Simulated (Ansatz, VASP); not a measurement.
## HfO2 in VASP and in Ansatz

POSCAR

```
HfO2
1.0
    5.0941750112      0.0000000000      0.0000000000
    0.0000000000      5.1506447000      0.0000000000
   -0.8761689838      0.0000000000      5.2029534954
Hf O
4 8
Direct
    0.2761357800      0.4580646800      0.7079073300
    0.7238642200      0.9580646800      0.7920926700
    0.7238642200      0.5419353200      0.2920926700
    0.2761357800      0.0419353200      0.2079073300
    0.4479978200      0.7425259500      0.9785779900
    0.5520021800      0.2425259500      0.5214220100
    0.5520021800      0.2574740500      0.0214220100
    0.4479978200      0.7574740500      0.4785779900
    0.0683607800      0.3307588800      0.3462527800
    0.9316392200      0.8307588800      0.1537472200
    0.9316392200      0.6692411200      0.6537472200
    0.0683607800      0.1692411200      0.8462527800
```

File INCAR.step1:

```
PREC = Accurate
ENCUT = 520
ISMEAR = 0
SIGMA = 0.1
LREAL = F
LASPH = T
NELM = 60
NBANDS = 56
GGA = PE
ALGO = Normal
EDIFF = 1E-4
LWAVE = T
LCHARG = F
```

Contents of INCAR.step2:

```
PREC = Accurate
ENCUT = 520
EDIFF = 1E-6
ISMEAR = 0
SIGMA = 0.1
LREAL = F
LASPH = T
NELM = 60
ALGO = Normal
ISIF = 2
LWAVE = F
LCHARG = T
METAGGA = R2SCAN
LMIXTAU = T
LELF = T
LVHAR = T
NBANDS = 56
ISTART = 1
```

Contents of KPOINTS:

```
Automatic mesh
0
Gamma
  4 4 4
```

Input for Ansatz:

```yaml
crystal:
  lattice:
    - [5.0941750112, 0.0, 0.0]
    - [0.0, 5.1506447, 0.0]
    - [-0.8761689838, 0.0, 5.2029534954]
  atoms:
    - { symbol: Hf, position: [0.27613578, 0.45806468, 0.70790733] }
    - { symbol: Hf, position: [0.72386422, 0.95806468, 0.79209267] }
    - { symbol: Hf, position: [0.72386422, 0.54193532, 0.29209267] }
    - { symbol: Hf, position: [0.27613578, 0.04193532, 0.20790733] }
    - { symbol: O, position: [0.44799782, 0.74252595, 0.97857799] }
    - { symbol: O, position: [0.55200218, 0.24252595, 0.52142201] }
    - { symbol: O, position: [0.55200218, 0.25747405, 0.02142201] }
    - { symbol: O, position: [0.44799782, 0.75747405, 0.47857799] }
    - { symbol: O, position: [0.06836078, 0.33075888, 0.34625278] }
    - { symbol: O, position: [0.93163922, 0.83075888, 0.15374722] }
    - { symbol: O, position: [0.93163922, 0.66924112, 0.65374722] }
    - { symbol: O, position: [0.06836078, 0.16924112, 0.84625278] }
basis:
  ecutwfc: 500
kpoints:
  mp_grid: { grid: [4, 4, 4] }
hamiltonian:
  xc: r2scan
scf:
  occupations: { method: gaussian, width: 0.1 }
  lower_state_search: "off"
output:
  forces: true
  stress: true
  eigenvalues: true
```

Alike in both runs: task single point; functional r2SCAN; k mesh 4 × 4 × 4; occupations gaussian, width 0.1 eV; no spin polarisation.

|  | VASP | Ansatz |
| --- | --- | --- |
| version | VASP 6.6.1 | Ansatz 0.2.0 |
| potentials or method | VASP PAW PBE potentials, release 64 (Hf_pv, O), cutoff 520 eV | scalar-relativistic, plane waves, PAW |
| valence electrons in the cell | 88 | 152 |

|  | VASP | Ansatz | Ansatz less VASP |
| --- | --- | --- | --- |
| gap on the k mesh at the Fermi level (eV) | 4.59 | 4.64 | +0.043 |
| least direct gap on the mesh (eV) | 4.68 | 4.73 | +0.047 |
| pressure (GPa) | 0.3 | 3.8 | +3.51 |
| traceless stress, the component that is largest in VASP (GPa) | 0.10 | 0.13 | +0.031 |
| rms of the force components (eV/Å) | 0.009 | 0.042 | +0.0335 |

VASP's potentials were made for PBE, not for r2SCAN. Atom by atom the forces differ by 0.041 eV/Å (rms over components). VASP's potentials hold 88 valence electrons a cell and Ansatz's 152, so a difference there can come from the potentials and not from the codes.

Spin-orbit coupling is off throughout.
